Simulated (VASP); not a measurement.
Set up this calculation in VASP 6.6.1, as the native input.

* Task: relaxation of cell and atoms
* Functional: PBEsol
* Potentials or basis: VASP PAW PBE potentials, release 64 (W_sv)
* Cutoff: 600 eV
* k mesh: 17 × 17 × 17
* Occupations: fermi-dirac, width 0.1 eV
* Spin: no spin polarisation
* Target pressure: 31 GPa
* Dipole correction: no
* Further INCAR settings: ALGO = Normal; EDIFF = 1e-06; IBRION = 2; EDIFFG = -0.005; NSW = 60; ISIF = 3

The structure of W lies in POSCAR:

```
W
1.0
    0.0000000000      1.9426592704      1.9426592704
    1.9426592704      0.0000000000      1.9426592704
    1.9426592704      1.9426592704      0.0000000000
W
1
Direct
    0.0000000000      0.0000000000      0.0000000000
```

These files were run (other wordings do the same):

INCAR

```
  ALGO = Normal
  EDIFF = 1E-6
  EDIFFG = -0.005
  ENCUT = 600
  GGA = PS
  IBRION = 2
  ISIF = 3
  ISMEAR = -1
  LASPH = T
  LCHARG = F
  LREAL = F
  LWAVE = F
  NELM = 80
  NSW = 60
  PREC = Accurate
  PSTRESS = 310.0
  SIGMA = 0.1
```

KPOINTS

```
k-points
0
Gamma
  17 17 17
```

Potentials or basis: VASP PAW PBE potentials, release 64 (W_sv).

The run is started by

```console
$ cat potpaw_PBE.64/W_sv/POTCAR > POTCAR
$ mpirun -np 1 vasp_std > vasp.out
```

Results of the run:

| Property | Result |
| --- | --- |
| Relaxed volume | 14.70 Å³/atom |
| Relaxed cell | a = 2.749 Å, b = 2.749 Å, c = 2.749 Å, α = 60.00°, β = 60.00°, γ = 60.00° |
| Space group after relaxing (to 0.05 Å) | Fm-3m (No. 225) |
| Energy change on relaxing (the enthalpy is what falls) | -6.7 meV/atom |
| Ionic steps | 3 |
| Pressure after relaxing | 31.0 GPa |
| Band gap on the k mesh | zero (band 7 reaches 15.49 eV, above the bottom of band 8 at 11.18 eV) |

Caveat: the cell is relaxed towards a set pressure, so the enthalpy falls and the energy may rise; the PAW data sets were made with another functional, which shifts forces and pressure a little; spin-orbit coupling is left out, which moves the levels of the heavy elements.

It took 73 s on 1 thread of AMD EPYC 7R43 64-Core Processor (Zen 3), on a shared host, peak memory 0.13 GiB.
